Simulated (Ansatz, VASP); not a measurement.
**One calculation of Sr, two programs**

Contents of INCAR:

```
SYSTEM = Sr
PREC     = Accurate       ! precision mode
ENCUT    = 520            ! plane-wave cutoff, eV
EDIFF    = 1E-6           ! SCF threshold, eV
ISMEAR   = 0              ! smearing method
SIGMA    = 0.15           ! smearing width, eV
LREAL    = .FALSE.        ! projectors in reciprocal space
LASPH    = .TRUE.         ! aspherical terms in the spheres
NELM     = 60             ! most SCF steps
ALGO     = Fast           ! electronic algorithm
ISIF     = 2              ! what is computed and relaxed
LWAVE    = .FALSE.        ! write WAVECAR
LCHARG   = .FALSE.        ! write CHGCAR
GGA      = PS             ! functional
NBANDS   = 11             ! bands
```

The input KPOINTS:

```
regular mesh
0
G
  14 14 14
  0 0 0
```

Contents of POSCAR:

```
Sr
1.0
   -2.4250000000      2.6068750000      2.4250000000
    2.4250000000     -2.6068750000      2.4250000000
    2.4250000000      2.6068750000     -2.4250000000
Sr
1
Direct
    0.0000000000      0.0000000000      0.0000000000
```

Input for Ansatz:

```yaml
crystal:
  lattice:
    - [-2.425, 2.606875, 2.425]
    - [2.425, -2.606875, 2.425]
    - [2.425, 2.606875, -2.425]
  atoms:
    - { symbol: Sr, position: [0.0, 0.0, 0.0] }
basis:
  ecutwfc: 420
kpoints:
  mp_grid: { grid: [14, 14, 14] }
hamiltonian:
  xc: pbesol
scf:
  occupations: { method: gaussian, width: 0.15 }
output:
  forces: true
  stress: true
  eigenvalues: true
```

Change from the starting cell: strain +0.0750 x Voigt [0, 1, 0, 0, 0, 0], atoms carried along.

Alike in both runs: task single point; functional PBEsol; k mesh 14 × 14 × 14; occupations gaussian, width 0.15 eV; no spin polarisation.

|  | VASP | Ansatz |
| --- | --- | --- |
| version | VASP 6.6.1 | Ansatz 0.2.0 |
| potentials or method | VASP PAW PBE potentials, release 64 (Sr_sv), cutoff 520 eV | scalar-relativistic, plane waves, PAW |
| valence electrons in the cell | 10 | 10 |

```tsv
	VASP	Ansatz	Ansatz less VASP
gap on the k mesh at the Fermi level (eV)	none	none	-
pressure (GPa)	-1.6	-1.6	-0.01
```

VASP's potentials were made for PBE, not for PBEsol. A gap of «none» marks a metal or a gap that the smearing closes.
